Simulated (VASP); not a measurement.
## Ni: single point with r2SCAN

The system is Ni.

```
CELL_PARAMETERS angstrom
4.41270 0.00000 0.00000
0.00000 4.41270 0.00000
0.00000 0.00000 4.41270
ATOMIC_POSITIONS crystal
Ni 0.50000 0.50000 0.50000
Ni 0.00000 0.00000 0.00000
Ni 0.25000 0.00000 0.50000
Ni 0.50000 0.25000 0.00000
Ni 0.50000 0.75000 0.00000
Ni 0.75000 0.00000 0.50000
Ni 0.00000 0.50000 0.75000
Ni 0.00000 0.50000 0.25000
```

- Program: VASP 6.6.1
- Task: single point
- Functional: r2SCAN
- Potentials or basis: VASP PAW PBE potentials, release 64 (Ni)
- Cutoff: 520 eV
- k mesh: 4 × 4 × 4
- Occupations: gaussian, width 0.1 eV
- Spin: collinear spin, ferromagnetic start
- Starting moments: [2.0, 2.0, 2.0, 2.0, 2.0, 2.0, 2.0, 2.0] μB
- Dipole correction: no
- Further INCAR settings: ALGO = Normal; EDIFF = 1e-06; NBANDS = 54

```yaml
Pressure: 1.0 GPa
Net_moment: 5.68 μB per cell
Site_moments: Ni +0.73 μB
Valence_electrons_inside_the_program's_atomic_spheres: Ni 9.40, 9.39
```

Levels at points of the mesh, in eV from the Fermi level:
Spin up:
| k point | band 38 | band 39 | band 40 | band 41 | band 42 | band 43 | band 44 | band 45 | band 46 | band 47 |
| --- | --- | --- | --- | --- | --- | --- | --- | --- | --- | --- |
| (0.00, 0.00, 0.00) | -1.25 | -1.03 | -1.03 | -1.03 | 0.84 | 0.84 | 0.84 | 2.44 | 2.44 | 2.81 |
| (0.50, 0.00, 0.00) | -1.37 | -1.03 | -1.03 | -0.65 | -0.65 | 1.69 | 1.69 | 2.27 | 2.27 | 4.35 |
| (0.50, 0.50, 0.00) | -1.22 | -1.22 | -0.95 | -0.94 | -0.87 | -0.87 | -0.57 | 2.16 | 3.96 | 3.96 |
| (0.50, 0.50, 0.50) | -1.24 | -1.24 | -1.24 | -0.11 | -0.11 | -0.11 | -0.11 | -0.11 | -0.11 | -0.02 |
Spin down:
| k point | band 33 | band 34 | band 35 | band 36 | band 37 | band 38 | band 39 | band 40 | band 41 | band 42 |
| --- | --- | --- | --- | --- | --- | --- | --- | --- | --- | --- |
| (0.00, 0.00, 0.00) | -0.53 | -0.52 | -0.52 | 0.14 | 0.14 | 0.14 | 0.25 | 0.25 | 0.25 | 1.35 |
| (0.50, 0.00, 0.00) | -0.28 | -0.28 | -0.07 | -0.07 | -0.05 | -0.05 | 0.24 | 0.24 | 0.27 | 0.27 |
| (0.50, 0.50, 0.00) | -0.48 | -0.48 | -0.14 | -0.03 | -0.03 | -0.03 | 0.16 | 0.16 | 0.19 | 0.30 |
| (0.50, 0.50, 0.50) | -0.30 | -0.30 | -0.30 | -0.30 | 0.05 | 0.05 | 0.05 | 0.05 | 0.68 | 0.68 |

Run time: 37 min on 1 thread of Oxide Virtual Turin-like Processor (shared host), peak memory 0.27 GiB.

Caveat: the PAW data sets were made with another functional, which shifts forces and pressure a little.
